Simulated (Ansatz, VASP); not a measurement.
Si2W: VASP beside Ansatz

INCAR

```
PREC     = Accurate       # precision mode
ENCUT    = 520            # plane-wave cutoff, eV
EDIFF    = 1E-6           # SCF threshold, eV
ISMEAR   = -1             # smearing method
SIGMA    = 0.05           # smearing width, eV
LREAL    = F              # projectors in reciprocal space
LASPH    = T              # aspherical terms in the spheres
NELM     = 150            # most SCF steps
ALGO     = Normal         # electronic algorithm
ISIF     = 2              # what is computed and relaxed
LWAVE    = F              # write WAVECAR
LCHARG   = F              # write CHGCAR
LMAXMIX  = 4              # l up to which the mixer works
LDAU     = T              # DFT+U
LDAUTYPE = 2            
LDAUL    = 2 -1           # shell
LDAUU    = 1 0            # U, eV
LDAUJ    = 0 0          
LDAUPRINT= 1            
GGA      = PE             # functional
NBANDS   = 18             # bands
```

KPOINTS

```
regular mesh
0
Gamma
  12 12 12
```

The input POSCAR:

```
Si2W
1.0
   -1.6069000000      1.6069000000      3.9149500000
    1.6069000000     -1.6069000000      3.9149500000
    1.6069000000      1.6069000000     -3.9149500000
W Si
1 2
Direct
    0.0000000000      0.0000000000      0.0000000000
    0.6653000000      0.6653000000      0.0000000000
    0.3347000000      0.3347000000      0.0000000000
```

Contents of input.yaml:

```yaml
crystal:
  lattice:
    - [-1.6069, 1.6069, 3.91495]
    - [1.6069, -1.6069, 3.91495]
    - [1.6069, 1.6069, -3.91495]
  atoms:
    - { symbol: W, position: [0.0, 0.0, 0.0] }
    - { symbol: Si, position: [0.6653, 0.6653, 0.0] }
    - { symbol: Si, position: [0.3347, 0.3347, 0.0] }
hamiltonian:
  xc: pbe
  pseudopotentials: { kind: paw }
  hubbard: { sites: [{ species: W, l: d, u_eff: 1.0 }] }
kpoints:
  mp_grid: { grid: [12, 12, 12] }
  band_path:
    path:
      - [[0.0, 0.0, 0.0], [0.0, 0.0, 0.5], [-0.084235521, 0.084235521, 0.5], [-0.2921177605, 0.2921177605, 0.2921177605], [0.0, 0.0, 0.0], [0.5, 0.5, -0.5], [0.2921177605, 0.7078822395, -0.2921177605], [0.0, 0.5, 0.0], [0.25, 0.25, 0.25], [0.5, 0.5, -0.084235521], [0.5, 0.5, -0.5]]
      - [[0.0, 0.0, 0.5], [0.25, 0.25, 0.25]]
    npoints: 14
scf:
  occupations: { method: fermi_dirac, width: 0.05 }
  n_extra_bands: 7
output:
  forces: true
  stress: true
  eigenvalues: true
  fatbands: false
```

Alike in both runs: functional PBE; k mesh 12 × 12 × 12; occupations fermi-dirac, width 0.05 eV; no spin polarisation; Hubbard terms W d U = 1.0 eV.

|  | VASP | Ansatz |
| --- | --- | --- |
| version | VASP 6.6.1 | Ansatz 0.2.0 |
| potentials or method | VASP PAW PBE potentials, release 64 (W_sv, Si) | Ansatz PAW |
| plane-wave cutoff (eV) | 520 | 420 |
| valence electrons in the cell | 22 | 22 |
| task | single point | band structure |

```csv
,VASP,Ansatz,Ansatz less VASP
gap on the k mesh at the Fermi level (eV),none,none,-
pressure (GPa),4.2,3.1,-1.17
"traceless stress, the component that is largest in VASP (GPa)",0.27,0.16,-0.113
rms of the force components (eV/Å),0.034,0.013,-0.0213
```

The programs project onto different local orbitals, so the same U acts differently, and such runs can settle in different states. Atom by atom the forces differ by 0.021 eV/Å (rms over components). A gap of «none» marks a metal or a gap that the smearing closes.

Neither program's run includes spin-orbit coupling.
